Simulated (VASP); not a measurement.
# Mn: elastic constants with PBEsol

The system is Mn.

```
Mn
1.0
     2.48365    0.00000    0.00000
    -1.24182    2.15090    0.00000
     0.00000    0.00000    4.02620
Mn
2
Direct
  0.33333 0.66667 0.25000
  0.66667 0.33333 0.75000
```

```
Program                   : VASP 6.6.1
Task                      : elastic constants
Functional                : PBEsol
Potentials or basis       : VASP PAW PBE potentials, release 64 (Mn_pv)
Cutoff                    : 500 eV
k mesh                    : 9 × 9 × 5
Occupations               : fermi-dirac, width 0.05 eV
Spin                      : collinear spin, ferromagnetic start
Starting moments          : [4.0, 4.0] μB
Dipole correction         : no
Ions in elastic constants : relaxed
Further INCAR settings    : ALGO = Normal; EDIFF = 1e-08; NBANDS = 24; IBRION = 6; POTIM = 0.015; NSW = 1; ISIF = 3
```

```
Net moment                                            : 0.00 μB per cell
Valence electrons inside the program's atomic spheres : Mn 11.99
Voigt bulk modulus                                    : 273 GPa
Highest phonon frequency at Γ                         : 149 cm⁻¹
```

Phonon frequencies in cm⁻¹ (negative: imaginary):
| q point | frequencies |
| --- | --- |
| (0.000, 0.000, 0.000) | 0 0 0 142 142 149 |

Elastic tensor in Voigt notation (GPa, in the Cartesian axes of the cell as first typed):
```
474 211 134   0   0   0
211 474 134   0   0   0
134 134 547   0   0   0
  0   0   0 124   0   0
  0   0   0   0 124   0
  0   0   0   0   0 131
```

Clamped-ion elastic tensor (GPa):
```
479 206 134   0   0   0
206 479 134   0   0   0
134 134 547   0   0   0
  0   0   0 124   0   0
  0   0   0   0 124   0
  0   0   0   0   0 136
```

Run time: 11 min on 1 thread of Intel Xeon 6975P-C, on a shared host, peak memory 0.3 GiB.

Caveat: the cell is under stress, which shifts elastic constants; the starting moments collapsed, and a magnetic state may lie lower; the PAW data sets were made with another functional, which shifts forces and pressure a little.
